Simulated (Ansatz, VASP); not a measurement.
# Ag in VASP and in Ansatz

```
Ag
1.0
     2.82771    0.00000    0.00000
    -1.41385    2.44887    0.00000
     0.00000    0.00000    4.63411
Ag
2
Cartesian
  0.0000 1.6326 1.1585
  1.4139 0.8163 3.4756
```

Alike in both runs: functional LDA; k mesh 18 × 18 × 10; occupations fermi-dirac, width 0.1 eV; no spin polarisation.

Ansatz relaxed the structure, and its values are those at the end. VASP's run is a single point on that final structure, the one shown.

|  | VASP | Ansatz |
| --- | --- | --- |
| version | VASP 6.6.1 | Ansatz 0.2.0 |
| potentials or method | VASP PAW LDA potentials, release 64 (Ag) | PAW with Ansatz's default frozen-core files, scalar-relativistic |
| plane-wave cutoff (eV) | 520 | 420 |
| valence electrons in the cell | 22 | 38 |

Ansatz gave:

```
pressure (GPa) : 0.0
```

Problem. What did VASP give for the same quantities?

Solution. Pressure (GPa): 0.1.

LDA's correlation is that of Perdew and Zunger in VASP and of Perdew and Wang (1992) in Ansatz. VASP's potentials hold 22 valence electrons a cell and Ansatz's 38, so a difference there can come from the potentials and not from the codes.
